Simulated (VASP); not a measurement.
# Sc (Fm-3m) in VASP: further runs

The runs below take Sc through single point, with revPBE.

Everything below comes from runs of VASP 6.6.1. Logs are shortened: lines on timing, memory, paths and dates and some standing lists are left out, and cuts for length are marked.

### 1 The cell of the first run

Symmetry: Fm-3m, No. 225, cubic system. Conventional cell: a = 4.479 Å, b = 4.479 Å, c = 4.479 Å, α = 90.00°, β = 90.00°, γ = 90.00°. Within 4.2 Å of Sc (site symmetry m-3m) lie 12 Sc at 3.17 Å.

### 2 Single point, revPBE (volume scaled by 0.88)

Input file INCAR:

```
SYSTEM = Sc
  PREC = Accurate
  ENCUT = 520
  EDIFF = 1E-6
  ISMEAR = -1
  SIGMA = 0.1
  LREAL = .FALSE.
  LASPH = .TRUE.
  NELM = 60
  ALGO = Normal
  ISIF = 2
  LWAVE = .FALSE.
  LCHARG = .FALSE.
  GGA = RE
  NBANDS = 12
```

Input file KPOINTS:

```
regular mesh
0
G
  13 13 13
  0 0 0
```

Input file POSCAR:

```
Sc
1.0
    0.0000000000      2.2396170487      2.2396170487
    2.2396170487      0.0000000000      2.2396170487
    2.2396170487      2.2396170487      0.0000000000
Sc
1
Direct
    0.0000000000      0.0000000000      0.0000000000
```

Potentials or basis: VASP PAW PBE potentials, release 64 (Sc_sv).

Command:

```console
$ cat potpaw_PBE.64/Sc_sv/POTCAR > POTCAR
$ mpirun -np 1 vasp_std > vasp.out
```

OUTCAR:

```text
SYSTEM = Sc
   PREC = Accurate
   ENCUT = 520
   EDIFF = 1E-6
   ISMEAR = -1
   LREAL = .FALSE.
   LASPH = .TRUE.
   NELM = 60
   ISIF = 2
   GGA = RE

 ion  position               nearest neighbor table
   1  0.000  0.000  0.000-

  LATTYP: Found a face centered cubic cell.
 ALAT       =     4.4792340974

  Lattice vectors:

 A1 = (   0.0000000000,   2.2396170487,   2.2396170487)
 A2 = (   2.2396170487,   0.0000000000,   2.2396170487)
 A3 = (   2.2396170487,   2.2396170487,   0.0000000000)

Analysis of symmetry for initial positions (statically):
=====================================================================
 Subroutine PRICEL returns:
 Original cell was already a primitive cell.

 Routine SETGRP: Setting up the symmetry group for a
 face centered cubic supercell.

 Subroutine GETGRP returns: Found 48 space group operations
 (whereof 48 operations were pure point group operations)
 out of a pool of 48 trial point group operations.

The static configuration has the point symmetry O_h .

Analysis of symmetry for dynamics (positions and initial velocities):
=====================================================================
 Subroutine PRICEL returns:
 Original cell was already a primitive cell.

 Routine SETGRP: Setting up the symmetry group for a
 face centered cubic supercell.

 Subroutine GETGRP returns: Found 48 space group operations
 (whereof 48 operations were pure point group operations)
 out of a pool of 48 trial point group operations.

The dynamic configuration has the point symmetry O_h .

 Subroutine INISYM returns: Found 48 space group operations
 (whereof 48 operations are pure point group operations),
 and found     1 'primitive' translations

----------------------------------------------------------------------------------------

                                     Primitive cell

  volume of cell :      22.4673

  direct lattice vectors                    reciprocal lattice vectors
     0.000000000  2.239617049  2.239617049    -0.223252453  0.223252453  0.223252453
     2.239617049  0.000000000  2.239617049     0.223252453 -0.223252453  0.223252453
     2.239617049  2.239617049  0.000000000     0.223252453  0.223252453 -0.223252453

  length of vectors
     3.167296805  3.167296805  3.167296805     0.386684592  0.386684592  0.386684592

  position of ions in fractional coordinates (direct lattice)
     0.000000000  0.000000000  0.000000000
[... 81 lines left out ...]
   NFREE  =      0    steps in history (QN), initial steepest desc. (CG)
   ISIF   =      2    stress and relaxation
   ISYM   =      2    0-nonsym 1-usesym 2-fastsym
   POTIM  = 0.5000    time-step for ionic-motion
   TEBEG  =    0.0;   TEEND  =   0.0 temperature during run
   PSTRESS=    0.0 pullay stress
   NELECT =      11.0000    total number of electrons
   NUPDOWN=      -1.0000    fix difference up-down
   EMIN   =  10.00;   EMAX   =-10.00  energy-range for DOS
   EFERMI =   0.00;   METHOD = LEGACY
   ISMEAR =    -1;   SIGMA  =   0.10  broadening in eV -4-tet -1-fermi 0-gaus
   EFERMI_NEDOS =   21; number of points for ismear=-14 and -15
   IALGO  =     38    algorithm
   IMIX   =      4    mixing-type and parameters
     AMIX     =   0.40;   BMIX     =  1.00
     AMIX_MAG =   1.60;   BMIX_MAG =  1.00
  volume/ion in A,a.u.               =      22.47       151.62
  Fermi-wavevector in a.u.,A,eV,Ry     =   1.290294  2.438302 22.651771  1.664858
  Thomas-Fermi vector in A             =   2.422134
   LORBIT       =      0    0 simple, 1 ext, 2 COOP (PROOUT), +10 PAW based schemes
   GGA     = RE    functional components
   LHFCALC =     F    Hartree Fock is set to
   AEXX    =    0.0000 exact exchange contribution
   IVDW    =     0    specifies the selected vdW correction
   LEPSILON=     F    determine dielectric tensor
   LRPA    =     F    only Hartree local field effects (RPA)
 non-spin polarized calculation
  energy-cutoff  :      520.00
  volume of cell :       22.47
 maximum number of plane-waves:       620
   NGX = 11   NGY = 11   NGZ = 11

 number of electron      11.0000003 magnetization

 Free energy of the ion-electron system (eV)
  ---------------------------------------------------
  ext. energy  EPLUGINS =         0.00000000
  ---------------------------------------------------
  free energy    TOTEN  =        -5.91363733 eV

  energy without entropy =       -5.85733906  energy(sigma->0) =       -5.88548820

 E-fermi :   4.3964     XC(G=0): -10.1628

 val. band max:        4.3862423526   @ k =  -0.4615   0.3077   0.1538
 cond. band min:       4.4044474860   @ k =   0.4615   0.1538   0.0000
 fundamental gap:      0.0182051334
 Fermi energy:         4.3963861073

 k-point     1 :       0.0000    0.0000    0.0000
  band No.  band energies     occupation
      1     -44.8988      2.00000
      2     -23.2077      2.00000
      3     -23.2077      2.00000
      4     -23.2077      2.00000
      5      -0.9706      2.00000
      6       6.1135      0.00000
      7       6.1135      0.00000
      8       6.1135      0.00000
      9       7.6719      0.00000
     10       7.6719      0.00000
     11      17.3763      0.00000
     12      21.1790      0.00000
[... 331 lines left out ...]
 k-point    24 :       0.4615    0.1538    0.0000
  band No.  band energies     occupation
      1     -44.8096      2.00000
      2     -23.6742      2.00000
      3     -23.3349      2.00000
      4     -23.3037      2.00000
      5       2.6617      2.00000
      6       4.4044      0.95971
      7       5.6245      0.00001
      8       6.4789      0.00000
      9       8.7124      0.00000
     10       8.7962      0.00000
     11      12.5654      0.00000
     12      17.0416      0.00000

 [... further k-points ...]

------------------------ aborting loop because EDIFF is reached ----------------------------------------

  FORCE on cell =-STRESS in cart. coord.  units (eV):
  Direction    XX          YY          ZZ          XY          YZ          ZX
  --------------------------------------------------------------------------------------
  -------------------------------------------------------------------------------------
  Total        1.0622200      1.0622200      1.0622200      0.0000000      0.0000000      0.0000000
  in kB       75.7484561     75.7484561     75.7484561      0.0000000      0.0000000      0.0000000
  external PRESSURE =      75.7484561 kB  Pullay stress =       0.0000000 kB

 VOLUME and BASIS-vectors are now :
 -----------------------------------------------------------------------------
  energy-cutoff  :      520.00
  volume of cell :       22.47
      direct lattice vectors                 reciprocal lattice vectors
     0.000000000  2.239617049  2.239617049    -0.223252453  0.223252453  0.223252453
     2.239617049  0.000000000  2.239617049     0.223252453 -0.223252453  0.223252453
     2.239617049  2.239617049  0.000000000     0.223252453  0.223252453 -0.223252453

 POSITION                                       TOTAL-FORCE (eV/Angst)
 -----------------------------------------------------------------------------------
      0.00000      0.00000      0.00000         0.000000      0.000000      0.000000
 -----------------------------------------------------------------------------------
    total drift:                               -0.000000      0.000000      0.000000

  FREE ENERGIE OF THE ION-ELECTRON SYSTEM (eV)
  ---------------------------------------------------
  free  energy   TOTEN  =        -5.9136373294 eV

  energy  without entropy=       -5.8573390637  energy(sigma->0) =       -5.88548820
```

OSZICAR:

```text
N       E                     dE             d eps       ncg     rms          rms(c)
DAV:   1     0.729590236932E+02    0.72959E+02   -0.51211E+03  2024   0.915E+02
DAV:   2    -0.511752690230E+01   -0.78077E+02   -0.76408E+02  2016   0.284E+02
DAV:   3    -0.646979601389E+01   -0.13523E+01   -0.13208E+01  2664   0.487E+01
DAV:   4    -0.649039136875E+01   -0.20595E-01   -0.20583E-01  2492   0.484E+00
DAV:   5    -0.649075770793E+01   -0.36634E-03   -0.36634E-03  2756   0.635E-01    0.573E+00
DAV:   6    -0.598214939645E+01    0.50861E+00   -0.77730E-01  3004   0.130E+01    0.176E+00
DAV:   7    -0.591677921564E+01    0.65370E-01   -0.16104E-01  3172   0.573E+00    0.536E-01
DAV:   8    -0.591389797982E+01    0.28812E-02   -0.10146E-02  2776   0.138E+00    0.132E-01
DAV:   9    -0.591363262302E+01    0.26536E-03   -0.11430E-03  3040   0.513E-01    0.270E-02
DAV:  10    -0.591363769707E+01   -0.50740E-05   -0.31362E-05  2932   0.569E-02    0.543E-03
DAV:  11    -0.591363732938E+01    0.36769E-06   -0.16343E-06  2412   0.193E-02
   1 F= -.59136373E+01 E0= -.58854882E+01  d E =-.562983E-01
```

stdout:

```text
POSCAR found type information on POSCAR Sc
 POSCAR found :  1 types and       1 ions
 scaLAPACK will be used
 -----------------------------------------------------------------------------
|                                                                             |
|                                                                             |
|     You enforced a specific xc type in the INCAR file but a different       |
|     I HOPE YOU KNOW WHAT YOU ARE DOING!                                     |
|                                                                             |
 -----------------------------------------------------------------------------

 LDA part: xc-table for (Slater+PW92), standard interpolation
 POSCAR, INCAR and KPOINTS ok, starting setup
 FFT: planning ... GRIDC
 FFT: planning ... GRID_SOFT
 FFT: planning ... GRID
 WAVECAR not read
 entering main loop
```

Run time: 11 s. Hardware: 1 thread of Intel Xeon Platinum 8488C (Sapphire Rapids), shared host; peak memory 0.15 GiB.

What came out:

| Quantity | Value |
| --- | --- |
| Free energy | -5.9136 eV |
| Pressure | 7.6 GPa |

Caveat: the cell differs from its parent crystal (volume scaled by 0.88); the PAW data sets were made with another functional, which shifts forces and pressure a little.

### 3 Single point, revPBE

This run uses another cell than the first one, of 25.53 Å³/atom, 1.136 times its volume.

Input file INCAR:

```
SYSTEM = Sc
PREC     = Accurate       ! precision mode
ENCUT    = 520            ! plane-wave cutoff, eV
EDIFF    = 1E-6           ! SCF threshold, eV
ISMEAR   = -1             ! smearing method
SIGMA    = 0.1            ! smearing width, eV
LREAL    = .FALSE.        ! projectors in reciprocal space
LASPH    = .TRUE.         ! aspherical terms in the spheres
NELM     = 100            ! most SCF steps
ALGO     = Normal         ! electronic algorithm
ISIF     = 2              ! what is computed and relaxed
LWAVE    = .FALSE.        ! write WAVECAR
LCHARG   = .FALSE.        ! write CHGCAR
GGA      = RE             ! functional
NBANDS   = 12             ! bands
```

KPOINTS is that of step 2.

Input file POSCAR:

```
Sc
1.0
    0.0000000000      2.3371120832      2.3371120832
    2.3371120832      0.0000000000      2.3371120832
    2.3371120832      2.3371120832      0.0000000000
Sc
1
Direct
    0.0000000000      0.0000000000      0.0000000000
```

Potentials or basis: VASP PAW PBE potentials, release 64 (Sc_sv).

Command:

```console
$ cat potpaw_PBE.64/Sc_sv/POTCAR > POTCAR
$ mpirun -np 1 vasp_std > vasp.out
```

Run time: 26 s. Hardware: 1 thread of Intel Xeon Platinum 8488C (Sapphire Rapids), shared host; peak memory 0.17 GiB.

It converged, with:

```yaml
Free_energy: -5.9819 eV
Pressure: 0.0 GPa
```

Levels at points of the mesh, in eV from the Fermi level:
```
           k point  band 1  band 2  band 3  band 4  band 5  band 6  band 7  band 8  band 9  band 10
(0.00, 0.00, 0.00)  -49.64  -28.03  -28.03  -28.03   -5.13    1.54    1.54    1.54    2.86     2.86
```

Caveat: the PAW data sets were made with another functional, which shifts forces and pressure a little.

### 4 Single point, revPBE (volume scaled by 1.04)

Input file INCAR:

```
SYSTEM = Sc
  PREC = Accurate
  ENCUT = 520
  EDIFF = 1E-6
  ISMEAR = -1
  SIGMA = 0.1
  LREAL = .False.
  LASPH = .True.
  NELM = 80
  ALGO = Normal
  ISIF = 2
  LWAVE = .False.
  LCHARG = .True.
  GGA = RE
  LELF = .True.
  LVHAR = .True.
  NBANDS = 12
```

Input file KPOINTS:

```
regular mesh
0
Gamma
  13 13 13
  0 0 0
```

Input file POSCAR:

```
Sc
1.0
    0.0000000000      2.3678670849      2.3678670849
    2.3678670849      0.0000000000      2.3678670849
    2.3678670849      2.3678670849      0.0000000000
Sc
1
Direct
    0.0000000000      0.0000000000      0.0000000000
```

Potentials or basis: VASP PAW PBE potentials, release 64 (Sc_sv).

Command:

```console
$ cat potpaw_PBE.64/Sc_sv/POTCAR > POTCAR
$ mpirun -np 1 vasp_std > vasp.out
```

OUTCAR:

```text
SYSTEM = Sc
   PREC = Accurate
   ENCUT = 520
   EDIFF = 1E-6
   ISMEAR = -1
   LREAL = .False.
   LASPH = .True.
   NELM = 80
   ISIF = 2
   GGA = RE

 ion  position               nearest neighbor table
   1  0.000  0.000  0.000-

  LATTYP: Found a face centered cubic cell.
 ALAT       =     4.7357341698

  Lattice vectors:

 A1 = (   0.0000000000,   2.3678670849,   2.3678670849)
 A2 = (   2.3678670849,   0.0000000000,   2.3678670849)
 A3 = (   2.3678670849,   2.3678670849,   0.0000000000)

Analysis of symmetry for initial positions (statically):
=====================================================================
 Subroutine PRICEL returns:
 Original cell was already a primitive cell.

 Routine SETGRP: Setting up the symmetry group for a
 face centered cubic supercell.

 Subroutine GETGRP returns: Found 48 space group operations
 (whereof 48 operations were pure point group operations)
 out of a pool of 48 trial point group operations.

The static configuration has the point symmetry O_h .

Analysis of symmetry for dynamics (positions and initial velocities):
[... 166 lines left out ...]
      1     -46.3502      2.00000
      2     -24.7541      2.00000
      3     -24.7541      2.00000
      4     -24.7541      2.00000
      5      -1.6469      2.00000
      6       4.8855      0.00000
      7       4.8855      0.00000
      8       4.8855      0.00000
      9       6.1301      0.00000
     10       6.1301      0.00000
     11      15.4637      0.00000
     12      18.5857      0.00000
[... 331 lines left out ...]
 k-point    24 :       0.4615    0.1538    0.0000
  band No.  band energies     occupation
      1     -46.3072      2.00000
      2     -25.0161      2.00000
      3     -24.8269      2.00000
      4     -24.8099      2.00000
      5       1.7225      2.00000
      6       3.3580      1.20198
      7       4.4888      0.00004
      8       5.1879      0.00000
      9       6.9518      0.00000
     10       7.0203      0.00000
     11      10.0999      0.00000
     12      14.7299      0.00000

 [... further k-points ...]

------------------------ aborting loop because EDIFF is reached ----------------------------------------

  FORCE on cell =-STRESS in cart. coord.  units (eV):
  Direction    XX          YY          ZZ          XY          YZ          ZX
  --------------------------------------------------------------------------------------
  -------------------------------------------------------------------------------------
  Total       -0.2945192     -0.2945192     -0.2945192     -0.0000000     -0.0000000     -0.0000000
  in kB      -17.7714241    -17.7714241    -17.7714241     -0.0000000     -0.0000000     -0.0000000
  external PRESSURE =     -17.7714241 kB  Pullay stress =       0.0000000 kB

 VOLUME and BASIS-vectors are now :
 -----------------------------------------------------------------------------
  energy-cutoff  :      520.00
  volume of cell :       26.55
      direct lattice vectors                 reciprocal lattice vectors
     0.000000000  2.367867085  2.367867085    -0.211160501  0.211160501  0.211160501
     2.367867085  0.000000000  2.367867085     0.211160501 -0.211160501  0.211160501
     2.367867085  2.367867085  0.000000000     0.211160501  0.211160501 -0.211160501

 POSITION                                       TOTAL-FORCE (eV/Angst)
 -----------------------------------------------------------------------------------
      0.00000      0.00000      0.00000        -0.000000      0.000000     -0.000000
 -----------------------------------------------------------------------------------
    total drift:                               -0.000000     -0.000000     -0.000000

  FREE ENERGIE OF THE ION-ELECTRON SYSTEM (eV)
  ---------------------------------------------------
  free  energy   TOTEN  =        -5.9766399078 eV

  energy  without entropy=       -5.9076874309  energy(sigma->0) =       -5.94216367
```

OSZICAR:

```text
N       E                     dE             d eps       ncg     rms          rms(c)
DAV:   1     0.735955939455E+02    0.73596E+02   -0.50691E+03  2016   0.884E+02
DAV:   2    -0.516367915769E+01   -0.78759E+02   -0.77101E+02  2020   0.282E+02
DAV:   3    -0.667609797789E+01   -0.15124E+01   -0.14882E+01  2684   0.496E+01
DAV:   4    -0.670410048929E+01   -0.28003E-01   -0.27977E-01  2536   0.562E+00
DAV:   5    -0.670455269140E+01   -0.45220E-03   -0.45219E-03  2712   0.664E-01    0.497E+00
DAV:   6    -0.605890211369E+01    0.64565E+00   -0.99514E-01  3040   0.140E+01    0.147E+00
DAV:   7    -0.598097808690E+01    0.77924E-01   -0.20014E-01  3180   0.606E+00    0.671E-01
DAV:   8    -0.597795518476E+01    0.30229E-02   -0.22258E-02  2956   0.213E+00    0.215E-01
DAV:   9    -0.597665249547E+01    0.13027E-02   -0.47010E-03  3048   0.964E-01    0.378E-02
DAV:  10    -0.597664342971E+01    0.90658E-05   -0.15320E-04  3092   0.148E-01    0.128E-02
DAV:  11    -0.597663965379E+01    0.37759E-05   -0.12766E-05  3128   0.502E-02    0.117E-03
DAV:  12    -0.597663990777E+01   -0.25398E-06   -0.86795E-08  1256   0.349E-03
   1 F= -.59766399E+01 E0= -.59421637E+01  d E =-.689525E-01
```

stdout:

```text
POSCAR found type information on POSCAR Sc
 POSCAR found :  1 types and       1 ions
 scaLAPACK will be used
 -----------------------------------------------------------------------------
|                                                                             |
|                                                                             |
|     You enforced a specific xc type in the INCAR file but a different       |
|     I HOPE YOU KNOW WHAT YOU ARE DOING!                                     |
|                                                                             |
 -----------------------------------------------------------------------------

 LDA part: xc-table for (Slater+PW92), standard interpolation
 POSCAR, INCAR and KPOINTS ok, starting setup
 FFT: planning ... GRIDC
 FFT: planning ... GRID_SOFT
 FFT: planning ... GRID
 WAVECAR not read
 entering main loop
```

Run time: 24 s. Hardware: 1 thread of Intel Xeon Platinum 8488C (Sapphire Rapids), shared host; peak memory 0.17 GiB.

Results:

```
Free energy : -5.9766 eV
Pressure    : -1.8 GPa
```

Caveat: the cell differs from its parent crystal (volume scaled by 1.04); the PAW data sets were made with another functional, which shifts forces and pressure a little.

(Continued in part 2 of 2.)
